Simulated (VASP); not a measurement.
# BN (P1) in VASP: a series of runs, part 2 of 2

VASP 6.6.1. The steps go on from the part before.

### Step 3. Single point, PBE (mode 4 frozen in at -0.085 Å and mode 5 at -0.051 Å (largest displacements))

Input file INCAR:

```
PREC = Accurate
ENCUT = 520
EDIFF = 1E-6
ISMEAR = 0
SIGMA = 0.05
LREAL = F
LASPH = T
NELM = 80
ALGO = Normal
ISIF = 2
LWAVE = F
LCHARG = F
GGA = PE
NBANDS = 16
```

Input file KPOINTS:

```
Automatic mesh
0
Gamma
  6 6 6
```

Input file POSCAR:

```
BN
1.0
    0.0000000000     -1.8123937734     -1.8123937734
   -1.8123937734      0.0000000000     -1.8123937734
    1.8123937734      1.8123937734     -3.6247875468
B N
2 2
Direct
    0.0139357577      0.0288443693      0.0000000000
    0.4860642423      0.4711556307      0.5000000000
    0.3892613712      0.4045183273      0.8750000000
    0.8607386288      0.8454816727      0.3750000000
```

Potentials or basis: VASP PAW PBE potentials, release 64 (B, N).

The run is started by

```sh
cat potpaw_PBE.64/B/POTCAR potpaw_PBE.64/N/POTCAR > POTCAR
mpirun -np 1 vasp_std > vasp.out
```

OUTCAR:

```text
PREC = Accurate
   ENCUT = 520
   EDIFF = 1E-6
   ISMEAR = 0
   LREAL = F
   LASPH = T
   NELM = 80
   ISIF = 2
   GGA = PE

 ion  position               nearest neighbor table
   1  0.014  0.029  0.000-   3 1.57   3 1.57   3 1.57   4 1.58
   2  0.486  0.471  0.500-   4 1.57   4 1.57   4 1.57   3 1.58
   3  0.389  0.405  0.875-   1 1.57   1 1.57   1 1.57   2 1.58
   4  0.861  0.845  0.375-   2 1.57   2 1.57   2 1.57   1 1.58

  LATTYP: Found a trigonal (rhomboedric) cell.
 ALAT       =     4.4394399578
 COS(alpha) =     0.8333333333

  Lattice vectors:

 A1 = (   1.8123937734,   3.6247875468,  -1.8123937734)
 A2 = (   3.6247875468,   1.8123937734,  -1.8123937734)
 A3 = (   1.8123937734,   1.8123937734,  -3.6247875468)

Analysis of symmetry for initial positions (statically):
=====================================================================
 Subroutine PRICEL returns:
 Original cell was already a primitive cell.

 Routine SETGRP: Setting up the symmetry group for a
 trigonal (rhombohedral) supercell.

 Subroutine GETGRP returns: Found  1 space group operations
 (whereof  1 operations were pure point group operations)
 out of a pool of 12 trial point group operations.

The static configuration has the point symmetry C_1 .

Analysis of symmetry for dynamics (positions and initial velocities):
=====================================================================
 Subroutine PRICEL returns:
 Original cell was already a primitive cell.

 Routine SETGRP: Setting up the symmetry group for a
 trigonal (rhombohedral) supercell.

 Subroutine GETGRP returns: Found  1 space group operations
 (whereof  1 operations were pure point group operations)
 out of a pool of 12 trial point group operations.

The dynamic configuration has the point symmetry C_1 .

 Subroutine INISYM returns: Found  1 space group operations
 (whereof  1 operations are pure point group operations),
 and found     1 'primitive' translations

----------------------------------------------------------------------------------------

                                     Primitive cell

  volume of cell :      23.8132

  direct lattice vectors                    reciprocal lattice vectors
     0.000000000 -1.812393773 -1.812393773     0.137939119 -0.413817356 -0.137939119
    -1.812393773  0.000000000 -1.812393773    -0.413817356  0.137939119 -0.137939119
     1.812393773  1.812393773 -3.624787547     0.137939119  0.137939119 -0.137939119

  length of vectors
     2.563111855  2.563111855  4.439439958     0.457492301  0.457492301  0.238917562

  position of ions in fractional coordinates (direct lattice)
     0.013935758  0.028844369  0.000000000
     0.486064242  0.471155631  0.500000000
     0.389261371  0.404518327  0.875000000
     0.860738629  0.845481673  0.375000000

  ion indices of the primitive-cell ions
   primitive index   ion index
                 1           1
                 2           2
                 3           3
                 4           4

----------------------------------------------------------------------------------------

 KPOINTS: Automatic mesh

Automatic generation of k-mesh.
 Grid dimensions read from file:
 generate k-points for:    6    6    6

 Generating k-lattice:

  Cartesian coordinates                     Fractional coordinates (reciprocal lattice)
     0.022989853 -0.068969559 -0.022989853     0.166666667  0.000000000 -0.000000000
    -0.068969559  0.022989853 -0.022989853     0.000000000  0.166666667 -0.000000000
     0.022989853  0.022989853 -0.022989853     0.000000000  0.000000000  0.166666667

  Length of vectors
     0.076248717  0.076248717  0.039819594

  Shift w.r.t. Gamma in fractional coordinates (k-lattice)
     0.000000000  0.000000000  0.000000000

 Subroutine IBZKPT returns following result:
 ===========================================

 Found    112 irreducible k-points:

 Following reciprocal coordinates:
            Coordinates               Weight
  0.000000  0.000000  0.000000      1.000000
  0.166667  0.000000  0.000000      2.000000
  0.000000  0.166667  0.000000      2.000000
 -0.166667 -0.166667 -0.166667      2.000000
  0.333333  0.000000 -0.000000      2.000000
  0.000000  0.333333 -0.000000      2.000000
[... 16 lines left out ...]
 -0.166667  0.500000 -0.000000      2.000000
 -0.333333  0.500000  0.500000      2.000000
 [... further k-points ...]
   k-points           NKPTS =    112   k-points in BZ     NKDIM =    112   number of bands    NBANDS=     16
   number of dos      NEDOS =    301   number of ions     NIONS =      4
   total plane-waves  NPLWV =  14400
   dimension x,y,z NGX =    20 NGY =   20 NGZ =   36
   dimension x,y,z NGXF=    40 NGYF=   40 NGZF=   72
   ions per type =               2   2
   NGX,Y,Z   is equivalent  to a cutoff of  12.97, 12.97, 13.48 a.u.
   NGXF,Y,Z  is equivalent  to a cutoff of  25.94, 25.94, 26.96 a.u.
 SYSTEM =  unknown system
   PREC   = accura    normal or accurate (medium, high low for compatibility)
   ISTART =      0    job   : 0-new  1-cont  2-samecut
   ICHARG =      2    charge: 1-file 2-atom 10-const
   ISPIN  =      1    spin polarized calculation?
   LNONCOLLINEAR =      F non collinear calculations
   LSORBIT =      F    spin-orbit coupling
   LASPH  =      T    aspherical Exc in radial PAW
   ENCUT  =  520.0 eV  38.22 Ry    6.18 a.u.   4.77  4.77  8.25*2*pi/ulx,y,z
   NELM   =     80;   NELMIN=  2; NELMDL= -5     # of ELM steps
   EDIFF  = 0.1E-05   stopping-criterion for ELM
   LREAL  =      F    real-space projection
   EDIFFG = 0.1E-04   stopping-criterion for IOM
   NSW    =      0    number of steps for IOM
   IBRION =     -1    ionic relax: 0-MD 1-quasi-New 2-CG
   NFREE  =      0    steps in history (QN), initial steepest desc. (CG)
   ISIF   =      2    stress and relaxation
   ISYM   =      2    0-nonsym 1-usesym 2-fastsym
   POTIM  = 0.5000    time-step for ionic-motion
   TEBEG  =    0.0;   TEEND  =   0.0 temperature during run
   PSTRESS=    0.0 pullay stress
   NELECT =      16.0000    total number of electrons
   NUPDOWN=      -1.0000    fix difference up-down
   EMIN   =  10.00;   EMAX   =-10.00  energy-range for DOS
   EFERMI =   0.00;   METHOD = LEGACY
   ISMEAR =     0;   SIGMA  =   0.05  broadening in eV -4-tet -1-fermi 0-gaus
   EFERMI_NEDOS =   21; number of points for ismear=-14 and -15
   IALGO  =     38    algorithm
   IMIX   =      4    mixing-type and parameters
     AMIX     =   0.40;   BMIX     =  1.00
     AMIX_MAG =   1.60;   BMIX_MAG =  1.00
  volume/ion in A,a.u.               =       5.95        40.17
  Fermi-wavevector in a.u.,A,eV,Ry     =   1.433867  2.709616 27.973240  2.055975
  Thomas-Fermi vector in A             =   2.553338
   LORBIT       =      0    0 simple, 1 ext, 2 COOP (PROOUT), +10 PAW based schemes
   GGA     = PE    functional components
   LHFCALC =     F    Hartree Fock is set to
   AEXX    =    0.0000 exact exchange contribution
   IVDW    =     0    specifies the selected vdW correction
   LEPSILON=     F    determine dielectric tensor
   LRPA    =     F    only Hartree local field effects (RPA)
 non-spin polarized calculation
 Gauss-broadening in eV      SIGMA  =   0.05
  energy-cutoff  :      520.00
  volume of cell :       23.81
 maximum number of plane-waves:       663
   NGX =  9   NGY =  9   NGZ = 17

 number of electron      16.0000001 magnetization

 Free energy of the ion-electron system (eV)
  ---------------------------------------------------
  ext. energy  EPLUGINS =         0.00000000
  ---------------------------------------------------
  free energy    TOTEN  =       -34.69361857 eV

  energy without entropy =      -34.69361857  energy(sigma->0) =      -34.69361857

 E-fermi :   7.7083     XC(G=0): -12.7931

 val. band max:        7.4322569939   @ k =   0.0000   0.0000   0.0000
 cond. band min:      11.6993384457   @ k =   0.5000   0.5000   0.0000
 fundamental gap:      4.2670814518
 Fermi energy:         7.7082758967

 k-point     1 :       0.0000    0.0000    0.0000
  band No.  band energies     occupation
      1     -12.8248      2.00000
      2      -8.6304      2.00000
      3      -3.2774      2.00000
      4       5.4273      2.00000
      5       5.4598      2.00000
      6       7.1879      2.00000
[... 8 lines left out ...]
     15      18.2805      0.00000
     16      22.6110      0.00000
[... 419 lines left out ...]
 k-point    24 :      -0.3333    0.5000    0.5000
  band No.  band energies     occupation
      1      -8.8743      2.00000
      2      -7.4175      2.00000
      3      -1.6576      2.00000
      4      -0.1658      2.00000
      5       1.2915      2.00000
      6       2.0295      2.00000
[... 8 lines left out ...]
     15      22.8284      0.00000
     16      23.5999      0.00000

 [... further k-points ...]
[... 5 lines left out ...]
  --------------------------------------------------------------------------------------
  -------------------------------------------------------------------------------------
  Total        0.0283403      0.2523571     -0.3181697      0.0392093     -0.1039416     -0.1449507
  in kB        1.9067658     16.9788540    -21.4068005      2.6380409     -6.9933029     -9.7524371
  external PRESSURE =      -0.8403936 kB  Pullay stress =       0.0000000 kB

 VOLUME and BASIS-vectors are now :
 -----------------------------------------------------------------------------
  energy-cutoff  :      520.00
  volume of cell :       23.81
      direct lattice vectors                 reciprocal lattice vectors
     0.000000000 -1.812393773 -1.812393773     0.137939119 -0.413817356 -0.137939119
    -1.812393773  0.000000000 -1.812393773    -0.413817356  0.137939119 -0.137939119
     1.812393773  1.812393773 -3.624787547     0.137939119  0.137939119 -0.137939119

 POSITION                                       TOTAL-FORCE (eV/Angst)
 -----------------------------------------------------------------------------------
     -0.05228     -0.02526     -0.07753         0.482066      0.244540      0.716751
      0.05228      0.02526     -3.54725        -0.474109     -0.218793     -0.695425
      0.85270      0.88035     -4.61033         0.646518      0.303722      0.943448
     -0.85270     -0.88035     -4.45164        -0.654474     -0.329469     -0.964773
 -----------------------------------------------------------------------------------
    total drift:                               -0.000055     -0.000028      0.000037

  FREE ENERGIE OF THE ION-ELECTRON SYSTEM (eV)
  ---------------------------------------------------
  free  energy   TOTEN  =       -34.6936185732 eV

  energy  without entropy=      -34.6936185732  energy(sigma->0) =      -34.69361857
```

OSZICAR:

```text
N       E                     dE             d eps       ncg     rms          rms(c)
DAV:   1     0.382173430034E+02    0.38217E+02   -0.85121E+03  3592   0.987E+02
DAV:   2    -0.342783221846E+02   -0.72496E+02   -0.67538E+02  5080   0.227E+02
DAV:   3    -0.365764482327E+02   -0.22981E+01   -0.22917E+01  4216   0.370E+01
DAV:   4    -0.365819453440E+02   -0.54971E-02   -0.54966E-02  4344   0.210E+00
DAV:   5    -0.365819609481E+02   -0.15604E-04   -0.15604E-04  4088   0.104E-01    0.939E+00
DAV:   6    -0.348438865622E+02    0.17381E+01   -0.22775E+00  4616   0.136E+01    0.444E+00
DAV:   7    -0.347211438008E+02    0.12274E+00   -0.31808E-01  4536   0.449E+00    0.274E+00
DAV:   8    -0.346949095102E+02    0.26234E-01   -0.51331E-02  4232   0.188E+00    0.268E-01
DAV:   9    -0.346933717907E+02    0.15377E-02   -0.19272E-03  4160   0.557E-01    0.132E-01
DAV:  10    -0.346936145531E+02   -0.24276E-03   -0.50924E-04  4528   0.176E-01    0.280E-02
DAV:  11    -0.346936171996E+02   -0.26465E-05   -0.35708E-05  4568   0.572E-02    0.141E-02
DAV:  12    -0.346936184931E+02   -0.12935E-05   -0.51421E-06  4296   0.231E-02    0.218E-03
DAV:  13    -0.346936185732E+02   -0.80126E-07   -0.12130E-07  1792   0.342E-03
   1 F= -.34693619E+02 E0= -.34693619E+02  d E =-.760330E-17
```

stdout:

```text
POSCAR found type information on POSCAR B N
 POSCAR found :  2 types and       4 ions
 scaLAPACK will be used
 LDA part: xc-table for (Slater+PW92), standard interpolation
 POSCAR, INCAR and KPOINTS ok, starting setup
 FFT: planning ... GRIDC
 FFT: planning ... GRID_SOFT
 FFT: planning ... GRID
 WAVECAR not read
 entering main loop
```

Run time: 20 s. Hardware: 1 thread of AMD EPYC 9R45 (Zen 5), shared host; peak memory 0.13 GiB.

What came out:

* Free energy: -34.6936 eV
* Pressure: -0.1 GPa
* Largest force: 1.211 eV/Å
* Band gap on the k mesh: 4.27 eV, indirect (least direct gap 6.23 eV)

Forces in eV/Å, atoms in the order of the input:
```
B    0.482  0.245  0.717
B   -0.474 -0.219 -0.695
N    0.647  0.304  0.943
N   -0.654 -0.329 -0.965
```

Stress tensor (GPa, compression positive):
```
 0.19  0.26 -0.98
 0.26  1.70 -0.70
-0.98 -0.70 -2.14
```

Levels at points of the mesh, in eV from the valence-band top:
```
           k point  band 5  band 6  band 7  band 8  band 9  band 10  band 11  band 12
(0.00, 0.00, 0.00)   -1.97   -0.24   -0.16    0.00    8.39     8.63     8.70     9.73
(0.50, 0.00, 0.00)   -5.34   -5.13   -3.66   -3.64    7.29     7.39    11.98    12.68
(0.00, 0.50, 0.00)   -5.41   -4.96   -3.70   -3.66    7.20     7.44    11.75    13.16
(0.50, 0.50, 0.50)   -5.43   -4.74   -3.76   -3.71    7.07     7.49    11.66    13.21
(0.50, 0.50, 0.00)   -4.97   -4.91   -2.06   -1.96    4.27     8.73     9.81    10.56
(0.00, 0.50, 0.50)   -4.96   -4.91   -2.14   -1.93    4.31     8.99     9.73    10.42
(0.50, 0.00, 0.50)   -4.98   -4.89   -2.19   -1.91    4.34     9.17     9.69    10.42
(0.00, 0.00, 0.50)   -1.41   -1.41   -1.05   -1.03    8.76     9.00     9.69    10.29
```

Caveat: the k points lie up to 0.48 Å⁻¹ apart; the cell differs from its parent crystal (mode 4 frozen in at -0.085 Å and mode 5 at -0.051 Å (largest displacements)); forces of over 1 eV/Å act on the atoms, so gaps and moduli don't describe the material at rest. A k mesh can miss the band edges.
